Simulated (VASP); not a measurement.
A run of VASP 6.6.1:

File INCAR:

```
  PREC = Accurate
  ENCUT = 520
  EDIFF = 1E-6
  ISMEAR = -1
  SIGMA = 0.1
  LREAL = False
  LASPH = True
  NELM = 100
  ALGO = Normal
  ISIF = 2
  LWAVE = False
  LCHARG = False
  GGA = PS
  NBANDS = 8
```

File KPOINTS:

```
regular mesh
0
Gamma
  19 19 19
```

POSCAR

```
Li
1.0
   -1.7157611806      1.7157611806      1.7157611806
    1.7157611806     -1.7157611806      1.7157611806
    1.7157611806      1.7157611806     -1.7157611806
Li
1
Direct
    0.0000000000      0.0000000000      0.0000000000
```

Potentials or basis: VASP PAW PBE potentials, release 64 (Li_sv).

Command:

```bash
$ cat potpaw_PBE.64/Li_sv/POTCAR > POTCAR
$ mpirun -np 1 vasp_std > vasp.out
```

Hardware: 1 thread of Intel(R) Xeon(R) Platinum 8488C (Sapphire Rapids), on a shared host.

Question: How long does it take, and how much memory?

Answer: It took 9.7 s on 1 thread of Intel(R) Xeon(R) Platinum 8488C (Sapphire Rapids), on a shared host, peak memory 0.14 GiB. Counts: scf iterations 10, k points 220.
